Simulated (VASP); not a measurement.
# NaH (P6_3/mmc) in VASP: settings compared

NaH is run at these levels: LDA, HSE06; tasks: relaxation of cell and atoms, single point.

Everything below comes from runs of VASP 6.6.1. Logs are shortened: lines on timing, memory, paths and dates and some standing lists are left out, and cuts for length are marked.

## (1) The cell of the first run

It takes space group P6_3/mmc (No. 194, hexagonal). Conventional cell: a = 3.345 Å, b = 3.345 Å, c = 5.885 Å, α = 90.00°, β = 90.00°, γ = 120.00°. Na (site symmetry -3m) has 6 H at 2.43 Å and 2 Na at 2.94 Å within 3.2 Å. Within 3.2 Å of H (site symmetry -6m2) lie 6 Na at 2.43 Å.

## (2) Relaxation of cell and atoms, LDA

File INCAR:

```
SYSTEM = NaH
  ALGO = Normal
  EDIFF = 1E-6
  EDIFFG = -0.005
  ENCUT = 600
  IBRION = 2
  ISIF = 3
  ISMEAR = -1
  LASPH = .True.
  LCHARG = .False.
  LREAL = .False.
  LWAVE = .False.
  NELM = 60
  NSW = 80
  PREC = Accurate
  SIGMA = 0.02
```

File KPOINTS:

```
k-points
0
Gamma
  12 12 4
  0 0 0
```

File POSCAR:

```
NaH
1.0
    3.3449972017      0.0000000000      0.0000000000
   -1.6724986009      2.8968525523      0.0000000000
    0.0000000000      0.0000000000      5.8851742200
Na H
2 2
Direct
    0.0000000000      0.0000000000      0.0000000000
    0.0000000000      0.0000000000      0.5000000000
    0.3333333333      0.6666666667      0.2500000000
    0.6666666667      0.3333333333      0.7500000000
```

Potentials or basis: VASP PAW LDA potentials, release 64 (Na_pv, H).

On the command line:

```
$ cat potpaw_LDA.64/Na_pv/POTCAR potpaw_LDA.64/H/POTCAR > POTCAR
$ mpirun -np 1 vasp_std > vasp.out
```

OUTCAR:

```text
SYSTEM = NaH
   EDIFF = 1E-6
   EDIFFG = -0.005
   ENCUT = 600
   IBRION = 2
   ISIF = 3
   ISMEAR = -1
   LASPH = .True.
   LREAL = .False.
   NELM = 60
   NSW = 80
   PREC = Accurate

 ion  position               nearest neighbor table
   1  0.000  0.000  0.000-
   2  0.000  0.000  0.500-
   3  0.333  0.667  0.250-
   4  0.667  0.333  0.750-

  LATTYP: Found a hexagonal cell.
 ALAT       =     3.3449972017
 C/A-ratio  =     1.7593958575

  Lattice vectors:

 A1 = (   3.3449972017,   0.0000000000,   0.0000000000)
 A2 = (  -1.6724986009,   2.8968525523,   0.0000000000)
 A3 = (   0.0000000000,   0.0000000000,   5.8851742200)

Analysis of symmetry for initial positions (statically):
=====================================================================
 Subroutine PRICEL returns:
 Original cell was already a primitive cell.

 Routine SETGRP: Setting up the symmetry group for a
 hexagonal supercell.

 Subroutine GETGRP returns: Found 24 space group operations
 (whereof 12 operations were pure point group operations)
 out of a pool of 24 trial point group operations.

The static configuration has the point symmetry D_3d.
 The point group associated with its full space group is D_6h.

Analysis of symmetry for dynamics (positions and initial velocities):
=====================================================================
 Subroutine PRICEL returns:
 Original cell was already a primitive cell.

 Routine SETGRP: Setting up the symmetry group for a
 hexagonal supercell.

 Subroutine GETGRP returns: Found 24 space group operations
 (whereof 12 operations were pure point group operations)
 out of a pool of 24 trial point group operations.

The dynamic configuration has the point symmetry D_3d.
 The point group associated with its full space group is D_6h.

 Subroutine INISYM returns: Found 24 space group operations
 (whereof 12 operations are pure point group operations),
 and found     1 'primitive' translations

----------------------------------------------------------------------------------------

                                     Primitive cell

  volume of cell :      57.0271

  direct lattice vectors                    reciprocal lattice vectors
[... 101 lines left out ...]
   PSTRESS=    0.0 pullay stress
   NELECT =      16.0000    total number of electrons
   NUPDOWN=      -1.0000    fix difference up-down
   EMIN   =  10.00;   EMAX   =-10.00  energy-range for DOS
   EFERMI =   0.00;   METHOD = LEGACY
   ISMEAR =    -1;   SIGMA  =   0.02  broadening in eV -4-tet -1-fermi 0-gaus
   EFERMI_NEDOS =   21; number of points for ismear=-14 and -15
   IALGO  =     38    algorithm
   IMIX   =      4    mixing-type and parameters
     AMIX     =   0.40;   BMIX     =  1.00
     AMIX_MAG =   1.60;   BMIX_MAG =  1.00
  volume/ion in A,a.u.               =      14.26        96.21
  Fermi-wavevector in a.u.,A,eV,Ry     =   1.071736  2.025287 15.627886  1.148617
  Thomas-Fermi vector in A             =   2.207485
   LORBIT       =      0    0 simple, 1 ext, 2 COOP (PROOUT), +10 PAW based schemes
   GGA     = CA    functional components
   LHFCALC =     F    Hartree Fock is set to
   AEXX    =    0.0000 exact exchange contribution
   IVDW    =     0    specifies the selected vdW correction
   LEPSILON=     F    determine dielectric tensor
   LRPA    =     F    only Hartree local field effects (RPA)
 conjugate gradient relaxation of ions
 non-spin polarized calculation
  energy-cutoff  :      600.00
  volume of cell :       57.03
 maximum number of plane-waves:      1943
 NGX is ok and might be reduce to    28
   NGX = 13   NGY = 13   NGZ = 23

--------------------------------------- Ionic step        1  -------------------------------------------

 number of electron      16.0000007 magnetization

 Free energy of the ion-electron system (eV)
  ---------------------------------------------------
  ext. energy  EPLUGINS =         0.00000000
  ---------------------------------------------------
  free energy    TOTEN  =       -10.60334676 eV

  energy without entropy =      -10.60334676  energy(sigma->0) =      -10.60334676

------------------------ aborting loop because EDIFF is reached ----------------------------------------

  FORCE on cell =-STRESS in cart. coord.  units (eV):
  Direction    XX          YY          ZZ          XY          YZ          ZX
  --------------------------------------------------------------------------------------
  -------------------------------------------------------------------------------------
  Total       -0.7126239     -0.7126239     -0.7393261      0.0000000      0.0000000      0.0000000
  in kB      -20.0211729    -20.0211729    -20.7713709      0.0000000      0.0000000      0.0000000
  external PRESSURE =     -20.2712389 kB  Pullay stress =       0.0000000 kB
[... 215 lines left out ...]
--------------------------------------- Ionic step        7  -------------------------------------------

 number of electron      15.9999987 magnetization

 Free energy of the ion-electron system (eV)
  ---------------------------------------------------
  ext. energy  EPLUGINS =         0.00000000
  ---------------------------------------------------
  free energy    TOTEN  =       -10.63684698 eV

  energy without entropy =      -10.63684698  energy(sigma->0) =      -10.63684698

 E-fermi :  -0.5332     XC(G=0):  -8.5181

 val. band max:       -0.9360220554   @ k =   0.2500   0.2500   0.0000
 cond. band min:       2.1814919419   @ k =   0.0000   0.0000   0.0000
 fundamental gap:      3.1175139973
 Fermi energy:        -0.5332070261

 k-point     1 :       0.0000    0.0000    0.0000
  band No.  band energies     occupation
      1     -23.3423      2.00000
      2     -23.1432      2.00000
      3     -23.1432      2.00000
      4     -23.1194      2.00000
      5     -23.1194      2.00000
      6     -23.0968      2.00000
      7      -4.9533      2.00000
      8      -2.2359      2.00000
      9       2.1815      0.00000
     10       9.9769      0.00000
     11      10.8479      0.00000
     12      12.9454      0.00000
[... 331 lines left out ...]
 k-point    24 :       0.3333    0.0000    0.2500
  band No.  band energies     occupation
      1     -23.2861      2.00000
      2     -23.2330      2.00000
      3     -23.2064      2.00000
      4     -23.1602      2.00000
      5     -23.1419      2.00000
      6     -23.1222      2.00000
      7      -2.9387      2.00000
      8      -1.6391      2.00000
      9       4.1555      0.00000
     10       5.4626      0.00000
     11       6.0855      0.00000
     12      10.1862      0.00000

 [... further k-points ...]
[... 5 lines left out ...]
  --------------------------------------------------------------------------------------
  -------------------------------------------------------------------------------------
  Total        0.0012512      0.0012512      0.0029016     -0.0000000      0.0000000      0.0000000
  in kB        0.0384819      0.0384819      0.0892399     -0.0000000      0.0000000      0.0000000
  external PRESSURE =       0.0554012 kB  Pullay stress =       0.0000000 kB
[... 19 lines left out ...]
  FREE ENERGIE OF THE ION-ELECTRON SYSTEM (eV)
  ---------------------------------------------------
  free  energy   TOTEN  =       -10.6368469783 eV

  energy  without entropy=      -10.6368469783  energy(sigma->0) =      -10.63684698

 reached required accuracy - stopping structural energy minimisation
```

Run time: 3.7 min. Hardware: 1 thread of Intel Xeon 8259CL, shared host; peak memory 0.18 GiB.

What came out:

- Free energy: -10.6368 eV
- Relaxed volume: 13.02 Å³/atom
- Relaxed cell: a = 3.243 Å, b = 3.243 Å, c = 5.719 Å, α = 90.00°, β = 90.00°, γ = 120.00°
- Space group after relaxing (to 0.1 Å): P6_3/mmc (No. 194)
- Energy gained by relaxing: 8.4 meV/atom
- Ionic steps: 7
- Pressure after relaxing: 0.0 GPa
- Band gap on the k mesh: 3.12 eV (least direct gap 4.33 eV)

The path:
| step | energy change (eV) | largest force (eV/Å) | pressure (GPa) | volume (Å³) |
| --- | --- | --- | --- | --- |
| 1 | 0.0000 | 0.0000 | -2.03 | 57.03 |
| 2 | -0.0164 | 0.0000 | -1.52 | 55.55 |
| 3 | -0.0332 | 0.0000 | -0.22 | 52.47 |
| 4 | -0.0334 | 0.0000 | 0.07 | 52.00 |
| 5 | -0.0334 | 0.0000 | -0.03 | 52.12 |
| 6 | -0.0335 | 0.0000 | 0.00 | 52.11 |
| 7 | -0.0335 | 0.0000 | 0.01 | 52.09 |

Final structure:
```
Na H
1.0
     3.24317    0.00000    0.00000
    -1.62158    2.80867    0.00000
     0.00000    0.00000    5.71904
Na H
2 2
Direct
  0.00000 0.00000 0.00000
  0.00000 0.00000 0.50000
  0.33333 0.66667 0.25000
  0.66667 0.33333 0.75000
```

Levels at points of the mesh, in eV from the valence-band top:
| k point | band 5 | band 6 | band 7 | band 8 | band 9 | band 10 | band 11 | band 12 |
| --- | --- | --- | --- | --- | --- | --- | --- | --- |
| (0.00, 0.00, 0.00) | -22.18 | -22.16 | -4.02 | -1.30 | 3.12 | 10.91 | 11.78 | 13.88 |
| (0.50, 0.00, 0.00) | -22.21 | -22.15 | -0.88 | -0.29 | 4.20 | 5.80 | 6.94 | 8.58 |
| (0.00, 0.00, 0.50) | -22.20 | -22.20 | -3.01 | -3.01 | 6.60 | 6.60 | 12.36 | 12.36 |
| (0.50, 0.00, 0.50) | -22.22 | -22.22 | -0.53 | -0.53 | 4.14 | 4.14 | 9.88 | 9.88 |

A k mesh can miss the band edges.

## (3) Single point, HSE06

This run uses another cell than the first one, of 13.91 Å³/atom.

File POSCAR:

```
NaH
1.0
    3.3191587698      0.0000000000      0.0000000000
   -1.6595793849      2.8744758138      0.0000000000
    0.0000000000      0.0000000000      5.8309537900
Na H
2 2
Direct
    0.0000000000      0.0000000000      0.0000000000
    0.0000000000      0.0000000000      0.5000000000
    0.3333333333      0.6666666667      0.2500000000
    0.6666666667      0.3333333333      0.7500000000
```

File INCAR.step1:

```
ALGO = Normal ; EDIFF = 1E-5
ENCUT = 520 ; GGA = PE
ISIF = 2 ; ISMEAR = 0
LASPH = True ; LCHARG = False
LREAL = False ; LWAVE = True
NBANDS = 16 ; NELM = 80
PREC = Accurate ; SIGMA = 0.01
```

File INCAR.step2:

```
ALGO = Normal ; EDIFF = 1E-7
ENCUT = 520 ; GGA = PE
HFSCREEN = 0.2079 ; ISIF = 2
ISMEAR = 0 ; ISTART = 1
LASPH = True ; LCHARG = False
LHFCALC = True ; LREAL = False
LWAVE = False ; NBANDS = 16
NELM = 80 ; PREC = Accurate
PRECFOCK = Normal ; SIGMA = 0.01
```

File KPOINTS:

```
k-points
0
Gamma
  6 6 4
```

Potentials or basis: VASP PAW PBE potentials, release 64 (Na_pv, H).

On the command line:

```
$ cat potpaw_PBE.64/Na_pv/POTCAR potpaw_PBE.64/H/POTCAR > POTCAR
$ cp INCAR.step1 INCAR
$ mpirun -np 1 vasp_std > vasp.out
$ cp INCAR.step2 INCAR
$ mpirun -np 1 vasp_std > vasp.out
```

It took 72 min on 1 thread of Intel Xeon 8259CL, shared host; peak memory 0.3 GiB.

Results (log left out):

```
Free energy            : -11.3455 eV
Pressure               : 0.2 GPa
Band gap on the k mesh : 4.49 eV (least direct gap 5.57 eV)
```

Stress tensor (GPa, compression positive):
```
0.15 0.00 0.00
0.00 0.15 0.00
0.00 0.00 0.27
```

Levels at points of the mesh, in eV from the valence-band top:
```csv
k point,band 4,band 5,band 6,band 7,band 8,band 9,band 10,band 11,band 12,band 13
"(0.00, 0.00, 0.00)",-24.47,-24.47,-24.45,-3.94,-1.25,4.49,12.00,12.90,15.34,15.49
"(0.50, 0.00, 0.00)",-24.51,-24.49,-24.44,-0.83,-0.20,5.51,7.06,8.28,9.96,12.41
"(0.00, 0.00, 0.50)",-24.48,-24.48,-24.48,-2.90,-2.90,7.88,7.88,13.53,13.53,16.55
"(0.50, 0.00, 0.50)",-24.53,-24.50,-24.50,-0.48,-0.48,5.45,5.45,11.18,11.18,13.27
```

Caveat: the PAW data sets were made with another functional, which shifts forces and pressure a little. A k mesh can miss the band edges.
